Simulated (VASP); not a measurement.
Pt, 1 atom in the cell. Symmetry: Im-3m, No. 229, cubic system. The conventional cell has a = 3.168 Å, b = 3.168 Å, c = 3.168 Å, α = 90.00°, β = 90.00°, γ = 90.00°. Pt (site symmetry m-3m) has 14 Pt at 2.74 to 3.17 Å within 3.6 Å. 

```yaml
Program: VASP 6.6.1
Task: single point
Functional: r2SCANh
Potentials_or_basis: VASP PAW PBE potentials, release 64 (Pt)
Cutoff: 520 eV
k_mesh: 6 × 6 × 6
Occupations: fermi-dirac, width 0.05 eV
Spin: no spin polarisation
Dipole_correction: no
Grid_for_exact_exchange_PRECFOCK: Normal
Further_INCAR_settings: ALGO = Normal; EDIFF = 1e-07; NBANDS = 11
```

Potentials or basis: VASP PAW PBE potentials, release 64 (Pt).

Command:

```console
$ cat potpaw_PBE.64/Pt/POTCAR > POTCAR
$ cp INCAR.step1 INCAR
$ mpirun -np 1 vasp_std > vasp.out
$ cp INCAR.step2 INCAR
$ mpirun -np 1 vasp_std > vasp.out
```

Hardware: 1 thread of Intel(R) Xeon(R) Platinum 8259CL CPU @ 2.50GHz (Skylake/Cascade Lake), with other jobs on the host.

Question: Estimate the wall time of this run.

Answer: It took 9.9 min on 1 thread of Intel(R) Xeon(R) Platinum 8259CL CPU @ 2.50GHz (Skylake/Cascade Lake), with other jobs on the host, peak memory 0.14 GiB. Counts: k points 16.
